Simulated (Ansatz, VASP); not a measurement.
**SnSe in VASP and in Ansatz**

INCAR

```
PREC = Accurate
ENCUT = 520
EDIFF = 1E-6
ISMEAR = -1
SIGMA = 0.02
LREAL = False
LASPH = True
NELM = 60
ALGO = Normal
ISIF = 2
LWAVE = False
LCHARG = True
GGA = PE
LELF = True
LVHAR = True
NBANDS = 17
```

Contents of KPOINTS:

```
regular mesh
0
Gamma
  9 9 9
```

The input POSCAR:

```
SnSe
1.0
   -0.0903000000      2.9648500000      2.9648500000
    2.9648500000     -0.0903000000      2.9648500000
    2.9648500000      2.9648500000     -0.0903000000
Sn Se
1 1
Direct
    0.0000000000      0.0000000000      0.0000000000
    0.5000000000      0.5000000000      0.5000000000
```

Input for Ansatz:

```yaml
crystal:
  lattice:
    - [-0.0903, 2.96485, 2.96485]
    - [2.96485, -0.0903, 2.96485]
    - [2.96485, 2.96485, -0.0903]
  atoms:
    - { symbol: Sn, position: [0.0, 0.0, 0.0] }
    - { symbol: Se, position: [0.5, 0.5, 0.5] }
kpoints:
  mp_grid: { grid: [9, 9, 9] }
  band_path:
    path:
      - [0.0, 0.0, 0.0]
      - [0.5, 0.5, 0.5]
      - [0.2579113083, 0.5, 0.7420886917]
      - [-0.2579113083, 0.2579113083, 0.5]
      - [0.0, 0.0, 0.5]
      - [0.0, 0.0, 0.0]
      - [-0.3789556542, 0.0, 0.3789556542]
      - [0.0, 0.3789556542, 0.6210443458]
      - [0.0, 0.5, 0.5]
    npoints: 5
scf:
  occupations: { method: fermi_dirac, width: 0.02 }
hamiltonian:
  xc: pbe
  pseudopotentials: { kind: all_electron, lapw: { basis_error: 0.00025 } }
output:
  forces: true
  stress: true
  eigenvalues: true
```

Change from the starting cell: equal xy, yz and zx shear strains of -3 %.

Alike in both runs: task single point; functional PBE; k mesh 9 × 9 × 9; occupations fermi-dirac, width 0.02 eV; no spin polarisation.

```csv
,VASP,Ansatz
version,VASP 6.6.1,Ansatz 0.2.0
potentials or method,"VASP PAW PBE potentials, release 64 (Sn_d, Se), cutoff 520 eV","all-electron LAPW, scalar-relativistic"
```

```csv
,VASP,Ansatz,Ansatz less VASP
pressure (GPa),1.0,1.0,+0.01
"traceless stress, the component that is largest in VASP (GPa)",0.52,0.52,0.000
```

Ansatz ran all-electron here, and VASP with PAW potentials.
